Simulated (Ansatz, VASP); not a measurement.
WS in VASP and in Ansatz

The input INCAR:

```
SYSTEM = WS
PREC = Accurate ; ENCUT = 520
EDIFF = 1E-7 ; ISMEAR = 0
SIGMA = 0.1 ; LREAL = .FALSE.
LASPH = .TRUE. ; NELM = 150
ALGO = Normal ; ISIF = 2
LWAVE = .FALSE. ; LCHARG = .TRUE.
LMAXMIX = 4 ; LDAU = .TRUE.
LDAUTYPE = 2 ; LDAUL = 2 -1
LDAUU = 6.2 0 ; LDAUJ = 0 0
LDAUPRINT = 1 ; GGA = PE
LELF = .TRUE. ; LVHAR = .TRUE.
NBANDS = 28
```

KPOINTS

```
Automatic mesh
0
G
  12 12 6
  0 0 0
```

The input POSCAR:

```
WS
1.0
    3.9013200791      0.0000000000      0.0000000000
   -1.9506600395      3.3786422968      0.0000000000
    0.0000000000      0.0000000000      6.7233750114
W S
2 2
Direct
    0.0000000000      0.0000000000      0.0000000000
    0.0000000000      0.0000000000      0.5000000000
    0.3333333333      0.6666666667      0.2500000000
    0.6666666667      0.3333333333      0.7500000000
```

Input for Ansatz:

```yaml
crystal:
  lattice:
    - [3.9013200791, 0.0, 0.0]
    - [-1.9506600395, 3.3786422968, 0.0]
    - [0.0, 0.0, 6.7233750114]
  atoms:
    - { symbol: W, position: [0.0, 0.0, 0.0] }
    - { symbol: W, position: [0.0, 0.0, 0.5] }
    - { symbol: S, position: [0.3333333333, 0.6666666667, 0.25] }
    - { symbol: S, position: [0.6666666667, 0.3333333333, 0.75] }
basis:
  ecutwfc: 420
kpoints:
  mp_grid: { grid: [12, 12, 6] }
hamiltonian:
  xc: pbe
  hubbard: { sites: [{ species: W, l: d, u_eff: 6.2 }] }
scf:
  occupations: { method: gaussian, width: 0.1 }
output:
  forces: true
  stress: true
  eigenvalues: true
  write_density: true
  write_potential: true
  elf: true
  volumetric_format: npy
```

Alike in both runs: task single point; functional PBE; k mesh 12 × 12 × 6; occupations gaussian, width 0.1 eV; no spin polarisation; Hubbard terms W d U = 6.2 eV.

|  | VASP | Ansatz |
| --- | --- | --- |
| version | VASP 6.6.1 | Ansatz 0.2.0 |
| potentials or method | VASP PAW PBE potentials, release 64 (W_sv, S), cutoff 520 eV | scalar-relativistic, plane waves, PAW |
| valence electrons in the cell | 40 | 40 |

Ansatz gave:

- pressure (GPa): -12.3
- traceless stress, the component that is largest in VASP (GPa): 0.33

**Question.** What did VASP give for the same quantities?

**Answer.** Pressure (GPa): -19.8; traceless stress, the component that is largest in VASP (GPa): 0.40.

The programs project onto different local orbitals, so the same U acts differently, and such runs can settle in different states.

Neither program's run includes spin-orbit coupling.
